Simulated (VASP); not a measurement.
Here is a VASP 6.6.1 calculation.

File INCAR:

```
SYSTEM = Si2Ni
ALGO = Normal ; EDIFF = 1E-6
ENCUT = 520 ; GGA = PE
ISIF = 2 ; ISMEAR = 0
ISPIN = 2 ; LASPH = .True.
LCHARG = .False. ; LMAXMIX = 4
LORBIT = 11 ; LREAL = .False.
LWAVE = .False. ; MAGMOM = 1 0 0
NBANDS = 20 ; NELM = 150
PREC = Accurate ; SIGMA = 0.023
```

File KPOINTS:

```
k-points
0
Gamma
  9 9 9
  0 0 0
```

Contents of POSCAR:

```
Si2Ni
1.0
    0.0000000000      2.7030000000      2.7030000000
    2.7030000000      0.0000000000      2.7030000000
    2.7030000000      2.7030000000      0.0000000000
Ni Si
1 2
Direct
    0.0000000000      0.0000000000      0.0000000000
    0.7500000000      0.7500000000      0.7500000000
    0.2500000000      0.2500000000      0.2500000000
```

Potentials or basis: VASP PAW PBE potentials, release 64 (Ni, Si).

Run with:

```console
$ cat potpaw_PBE.64/Ni/POTCAR potpaw_PBE.64/Si/POTCAR > POTCAR
$ mpirun -np 1 vasp_std > vasp.out
```

What does it give for the band gap on the k mesh?

Zero (filled and empty bands overlap).

Estimate the pressure.

3.8 GPa.

Estimate the net moment.

0.00 μB per cell.

Caveat: the cell stands under pressure.
